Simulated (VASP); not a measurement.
**Ni3Ge: single point with PBEsol**

Crystal: Ni3Ge.

```
Ni Ge
1.0
     3.59541    0.00000    0.00000
     0.00000    3.52491    0.00000
     0.00000    0.00000    3.52491
Ni Ge
3 1
Direct
  0.50000 0.00000 0.50000
  0.00000 0.50000 0.50000
  0.50000 0.50000 0.00000
  0.00000 0.00000 0.00000
```

This cell differs from its parent crystal: strain +0.0200 x Voigt [1, 0, 0, 0, 0, 0].

```
Program                : VASP 6.6.1
Task                   : single point
Functional             : PBEsol
Potentials or basis    : VASP PAW PBE potentials, release 64 (Ni, Ge_d)
Cutoff                 : 520 eV
k mesh                 : 14 × 14 × 14
Occupations            : gaussian, width 0.15 eV
Spin                   : no spin polarisation
Dipole correction      : no
Further INCAR settings : ALGO = Fast; EDIFF = 1e-07; NBANDS = 30
```

```yaml
Pressure: -3.8 GPa
Band_gap_on_the_k_mesh: zero (bands 22 and 23 overlap by 0.28 eV)
```

Stress tensor (GPa, compression positive):
```
-5.78  0.00  0.00
 0.00 -2.88  0.00
 0.00  0.00 -2.88
```

Levels at points of the mesh, in eV from the Fermi level:
| k point | band 19 | band 20 | band 21 | band 22 | band 23 | band 24 | band 25 | band 26 |
| --- | --- | --- | --- | --- | --- | --- | --- | --- |
| (0.00, 0.00, 0.00) | -0.64 | -0.54 | -0.30 | -0.02 | -0.02 | 0.06 | 3.80 | 6.66 |
| (0.50, 0.00, 0.00) | -1.24 | -1.14 | -0.49 | 0.06 | 3.50 | 3.50 | 4.66 | 5.77 |
| (0.00, 0.50, 0.00) | -1.21 | -1.13 | -0.57 | -0.02 | 3.46 | 3.71 | 4.46 | 5.49 |
| (0.50, 0.50, 0.00) | -1.20 | -1.12 | -0.95 | -0.95 | 0.58 | 0.58 | 5.66 | 6.46 |
| (0.00, 0.50, 0.50) | -1.18 | -1.06 | -0.94 | -0.90 | 0.64 | 0.64 | 5.51 | 6.15 |
| (0.50, 0.50, 0.50) | -1.21 | -1.11 | -0.51 | -0.24 | -0.21 | -0.21 | 0.63 | 4.06 |

Wall time 3.5 min on 1 thread of Intel(R) Xeon(R) 6975P-C (Granite Rapids), with other jobs on the host, peak memory 0.41 GiB.

Caveat: the cell differs from its parent crystal (strain +0.0200 x Voigt [1, 0, 0, 0, 0, 0]); the cell stands under tension; the PAW data sets were made with another functional, which shifts forces and pressure a little. Spin polarisation is off, so any magnetic state and its effect on volume and gap are missing.
